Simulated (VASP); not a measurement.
# SiO2 in VASP: single point with PBE

Aim: the single point of SiO2 with PBE.

All numbers are computed with VASP 6.6.1; they aren't measurements. Logs are shortened: lines on timing, memory, paths and dates and some standing lists are left out, and cuts for length are marked.

## (1) The cell of the first run

The cell holds a wire or tube with vacuum around it, 3 atoms: a = 5.773 Å, b = 2.504 Å, c = 27.046 Å, α = 90.00°, β = 90.00°, γ = 90.00°.

The cell was built from a structure type or drawn by symmetry, and may not be a known phase.

## (2) Single point, PBE

INCAR

```
SYSTEM = SiO2
PREC = Accurate
ENCUT = 910
EDIFF = 1E-6
ISMEAR = 0
SIGMA = 0.1
LREAL = .FALSE.
LASPH = .TRUE.
NELM = 120
ALGO = Normal
ISIF = 2
LWAVE = .FALSE.
LCHARG = .FALSE.
LDIPOL = .TRUE.
IDIPOL = 3
DIPOL = 0.5 0.5 0.296
GGA = PE
NBANDS = 15
GGA_COMPAT = .FALSE.
NELMDL = -8
```

KPOINTS

```
Automatic mesh
0
G
  8 6 1
  0 0 0
```

POSCAR

```
SiO2
1.0
    5.7732316045      0.0000000000      0.0000000000
    0.0000000000      2.5042931543      0.0000000000
    0.0000000000      0.0000000000     27.0459955200
Si O
1 2
Direct
    0.5000000000      0.0000000000      0.2957924028
    0.5000000000      0.4999984798      0.3383090456
    0.5000000000      0.5000015202      0.2532757599
```

Potentials or basis: VASP PAW PBE potentials, release 64 (Si, O_h).

Command:

```bash
$ cat potpaw_PBE.64/Si/POTCAR potpaw_PBE.64/O_h/POTCAR > POTCAR
$ mpirun -np 1 vasp_std > vasp.out
```

OUTCAR:

```text
SYSTEM = SiO2
   PREC = Accurate
   ENCUT = 910
   EDIFF = 1E-6
   ISMEAR = 0
   LREAL = .FALSE.
   LASPH = .TRUE.
   NELM = 120
   ISIF = 2
   GGA = PE
   NELMDL = -8

 ion  position               nearest neighbor table
   1  0.500  0.000  0.296-   2 1.70   3 1.70   2 1.70   3 1.70
   2  0.500  0.500  0.338-   1 1.70   1 1.70
   3  0.500  0.500  0.253-   1 1.70   1 1.70

  LATTYP: Found a simple orthorhombic cell.
 ALAT       =     2.5042931543
 B/A-ratio  =     2.3053337803
 C/A-ratio  =    10.7998520355

  Lattice vectors:

 A1 = (   0.0000000000,  -2.5042931543,   0.0000000000)
 A2 = (   5.7732316045,   0.0000000000,   0.0000000000)
 A3 = (   0.0000000000,   0.0000000000,  27.0459955200)

Analysis of symmetry for initial positions (statically):
=====================================================================
 Subroutine PRICEL returns:
 Original cell was already a primitive cell.

 Routine SETGRP: Setting up the symmetry group for a
 simple orthorhombic supercell.

 Subroutine GETGRP returns: Found  8 space group operations
 (whereof  4 operations were pure point group operations)
 out of a pool of  8 trial point group operations.

The static configuration has the point symmetry C_2v.
 The point group associated with its full space group is D_2h.

Analysis of symmetry for dynamics (positions and initial velocities):
=====================================================================
 Subroutine PRICEL returns:
 Original cell was already a primitive cell.

 Routine SETGRP: Setting up the symmetry group for a
 simple orthorhombic supercell.

 Subroutine GETGRP returns: Found  8 space group operations
 (whereof  4 operations were pure point group operations)
 out of a pool of  8 trial point group operations.

The dynamic configuration has the point symmetry C_2v.
 The point group associated with its full space group is D_2h.

 Subroutine INISYM returns: Found  8 space group operations
 (whereof  4 operations are pure point group operations),
 and found     1 'primitive' translations

----------------------------------------------------------------------------------------

                                     Primitive cell

  volume of cell :     391.0273

  direct lattice vectors                    reciprocal lattice vectors
     5.773231605  0.000000000  0.000000000     0.173213214  0.000000000  0.000000000
     0.000000000  2.504293154  0.000000000     0.000000000  0.399314273  0.000000000
     0.000000000  0.000000000 27.045995520     0.000000000  0.000000000  0.036974050

  length of vectors
     5.773231605  2.504293154 27.045995520     0.173213214  0.399314273  0.036974050

  position of ions in fractional coordinates (direct lattice)
     0.500000000  0.000000000  0.295792403
     0.500000000  0.499998480  0.338309046
     0.500000000  0.500001520  0.253275760

  ion indices of the primitive-cell ions
   primitive index   ion index
                 1           1
                 2           2
                 3           3

----------------------------------------------------------------------------------------

 KPOINTS: Automatic mesh

Automatic generation of k-mesh.
 Grid dimensions read from file:
 generate k-points for:    8    6    1

 Generating k-lattice:

  Cartesian coordinates                     Fractional coordinates (reciprocal lattice)
     0.021651652  0.000000000  0.000000000     0.125000000  0.000000000  0.000000000
     0.000000000  0.066552379  0.000000000     0.000000000  0.166666667  0.000000000
     0.000000000  0.000000000  0.036974050     0.000000000  0.000000000  1.000000000

  Length of vectors
     0.021651652  0.066552379  0.036974050

  Shift w.r.t. Gamma in fractional coordinates (k-lattice)
     0.000000000  0.000000000  0.000000000

 Subroutine IBZKPT returns following result:
 ===========================================

 Found     20 irreducible k-points:

 Following reciprocal coordinates:
            Coordinates               Weight
  0.000000  0.000000  0.000000      1.000000
  0.125000  0.000000  0.000000      2.000000
  0.250000  0.000000  0.000000      2.000000
  0.375000  0.000000  0.000000      2.000000
  0.500000  0.000000  0.000000      1.000000
  0.000000  0.166667  0.000000      2.000000
[... 12 lines left out ...]
  0.375000  0.500000  0.000000      2.000000
  0.500000  0.500000  0.000000      1.000000
   k-points           NKPTS =     20   k-points in BZ     NKDIM =     20   number of bands    NBANDS=     15
   number of dos      NEDOS =    301   number of ions     NIONS =      3
   total plane-waves  NPLWV = 453600
   dimension x,y,z NGX =    60 NGY =   28 NGZ =  270
   dimension x,y,z NGXF=   120 NGYF=   56 NGZF=  540
   ions per type =               1   2
   NGX,Y,Z   is equivalent  to a cutoff of  17.28, 18.59, 16.60 a.u.
   NGXF,Y,Z  is equivalent  to a cutoff of  34.56, 37.18, 33.19 a.u.
 SYSTEM =  SiO2
   PREC   = accura    normal or accurate (medium, high low for compatibility)
   ISTART =      0    job   : 0-new  1-cont  2-samecut
   ICHARG =      2    charge: 1-file 2-atom 10-const
   ISPIN  =      1    spin polarized calculation?
   LNONCOLLINEAR =      F non collinear calculations
   LSORBIT =      F    spin-orbit coupling
   LASPH  =      T    aspherical Exc in radial PAW
   ENCUT  =  910.0 eV  66.88 Ry    8.18 a.u.  14.20  6.16 66.52*2*pi/ulx,y,z
   NELM   =    120;   NELMIN=  2; NELMDL= -8     # of ELM steps
   EDIFF  = 0.1E-05   stopping-criterion for ELM
   LREAL  =      F    real-space projection
[... 7 lines left out ...]
   TEBEG  =    0.0;   TEEND  =   0.0 temperature during run
   PSTRESS=    0.0 pullay stress
   NELECT =      16.0000    total number of electrons
   NUPDOWN=      -1.0000    fix difference up-down
   EMIN   =  10.00;   EMAX   =-10.00  energy-range for DOS
   EFERMI =   0.00;   METHOD = LEGACY
   ISMEAR =     0;   SIGMA  =   0.10  broadening in eV -4-tet -1-fermi 0-gaus
   EFERMI_NEDOS =   21; number of points for ismear=-14 and -15
   IALGO  =     38    algorithm
   IMIX   =      4    mixing-type and parameters
     AMIX     =   0.40;   BMIX     =  1.00
     AMIX_MAG =   1.60;   BMIX_MAG =  1.00
  volume/ion in A,a.u.               =     130.34       879.59
  Fermi-wavevector in a.u.,A,eV,Ry     =   0.564130  1.066051  4.329953  0.318243
  Thomas-Fermi vector in A             =   1.601561
   LORBIT       =      0    0 simple, 1 ext, 2 COOP (PROOUT), +10 PAW based schemes
   GGA     = PE    functional components
   LHFCALC =     F    Hartree Fock is set to
   AEXX    =    0.0000 exact exchange contribution
   IVDW    =     0    specifies the selected vdW correction
   LEPSILON=     F    determine dielectric tensor
   LRPA    =     F    only Hartree local field effects (RPA)
 non-spin polarized calculation
 Gauss-broadening in eV      SIGMA  =   0.10
  energy-cutoff  :      910.00
  volume of cell :      391.03
 maximum number of plane-waves:     24476
 NGX is ok and might be reduce to    60
   NGX = 29   NGY = 13   NGZ =133

 dipolmoment           0.000000      0.000000      0.000025 electrons x Angstroem

 number of electron      15.9999999 magnetization

 dipolmoment           0.000000      0.000000     -0.000003 electrons x Angstroem

 Free energy of the ion-electron system (eV)
  ---------------------------------------------------
  ext. energy  EPLUGINS =         0.00000000
  ---------------------------------------------------
  free energy    TOTEN  =       -20.98269172 eV

  energy without entropy =      -20.98269172  energy(sigma->0) =      -20.98269172

 E-fermi :  -6.7808     XC(G=0):  -1.3636

 val. band max:       -7.2413348131   @ k =   0.5000   0.5000   0.0000
 cond. band min:      -4.1375380223   @ k =   0.0000   0.0000   0.0000
 fundamental gap:      3.1037967908
 Fermi energy:        -6.7808009290

 k-point     1 :       0.0000    0.0000    0.0000
  band No.  band energies     occupation
      1     -26.7488      2.00000
      2     -24.4195      2.00000
      3     -11.9482      2.00000
      4     -11.2258      2.00000
      5      -8.9312      2.00000
      6      -8.7454      2.00000
      7      -8.1713      2.00000
      8      -7.8340      2.00000
      9      -4.1375      0.00000
     10      -0.8654      0.00000
     11       0.3298      0.00000
     12       0.8064      0.00000
     13       1.1781      0.00000
     14       1.4309      0.00000
     15       1.4733      0.00000

 k-point     2 :       0.1250    0.0000    0.0000
  band No.  band energies     occupation
      1     -26.7487      2.00000
      2     -24.4195      2.00000
      3     -11.9478      2.00000
      4     -11.2336      2.00000
      5      -8.9312      2.00000
      6      -8.7485      2.00000
      7      -8.1713      2.00000
      8      -7.8336      2.00000
      9      -4.0576      0.00000
     10      -0.9885      0.00000
     11       0.4059      0.00000
     12       0.8316      0.00000
     13       1.2396      0.00000
     14       1.5025      0.00000
     15       1.5496      0.00000
[... 293 lines left out ...]
      3     -14.9189      2.00000
      4     -12.6228      2.00000
      5     -10.6318      2.00000
      6      -9.0436      2.00000
      7      -7.4953      2.00000
      8      -7.2414      2.00000
      9      -2.8017      0.00000
     10      -0.8134      0.00000
     11       3.8252      0.00000
     12       4.7983      0.00000
     13       4.9054      0.00000
     14       5.7679      0.00000
     15       6.9869      0.00000

 k-point    20 :       0.5000    0.5000    0.0000
  band No.  band energies     occupation
      1     -25.1627      2.00000
      2     -23.3097      2.00000
      3     -14.9186      2.00000
      4     -12.6228      2.00000
      5     -10.6317      2.00000
      6      -9.0455      2.00000
      7      -7.4961      2.00000
      8      -7.2413      2.00000
      9      -2.8251      0.00000
     10      -0.7932      0.00000
     11       4.0085      0.00000
     12       4.7381      0.00000
     13       4.7648      0.00000
     14       6.4353      0.00000
     15       6.5318      0.00000

------------------------ aborting loop because EDIFF is reached ----------------------------------------

 vacuum level on the upper side and lower side of the slab       (xc-potential included)        -0.127        -0.127

  FORCE on cell =-STRESS in cart. coord.  units (eV):
  Direction    XX          YY          ZZ          XY          YZ          ZX
  --------------------------------------------------------------------------------------
  -------------------------------------------------------------------------------------
  Total        0.0254110     -0.0084580     -0.0233639      0.0000000      0.0000000      0.0000000
  in kB        0.1041177     -0.0346556     -0.0957302      0.0000000      0.0000000      0.0000000
  external PRESSURE =      -0.0087560 kB  Pullay stress =       0.0000000 kB

 VOLUME and BASIS-vectors are now :
 -----------------------------------------------------------------------------
  energy-cutoff  :      910.00
  volume of cell :      391.03
      direct lattice vectors                 reciprocal lattice vectors
     5.773231605  0.000000000  0.000000000     0.173213214  0.000000000  0.000000000
     0.000000000  2.504293154  0.000000000     0.000000000  0.399314273  0.000000000
     0.000000000  0.000000000 27.045995520     0.000000000  0.000000000  0.036974050

 POSITION                                       TOTAL-FORCE (eV/Angst)
 -----------------------------------------------------------------------------------
      2.88662      0.00000      8.00000         0.000000      0.000000     -0.000000
      2.88662      1.25214      9.14990         0.000000      0.000000      0.037627
      2.88662      1.25215      6.85010         0.000000      0.000000     -0.037627
 -----------------------------------------------------------------------------------
    total drift:                                0.000000     -0.000000     -0.000059

  FREE ENERGIE OF THE ION-ELECTRON SYSTEM (eV)
  ---------------------------------------------------
  free  energy   TOTEN  =       -20.9826917192 eV

  energy  without entropy=      -20.9826917191  energy(sigma->0) =      -20.98269172

 vacuum level on the upper side and lower side of the slab         1.040         1.040
```

Wall time 5.3 min (1 thread of Intel Xeon 6975P-C (Granite Rapids), shared host); peak memory 1 GiB.

What came out:

| Item | Value |
| --- | --- |
| Free energy | -20.9827 eV |
| Largest force | 0.038 eV/Å |
| Band gap on the k mesh | 3.10 eV (least direct gap 3.70 eV) |

Forces on the atoms (eV/Å):
```
Si   0.000  0.000  0.000
O    0.000  0.000  0.038
O    0.000  0.000 -0.038
```

Caveat: the cutoff is under 1.25 times the usual one of these potentials, so pressure, stress and relaxed cells hold a basis-set (Pulay) error.
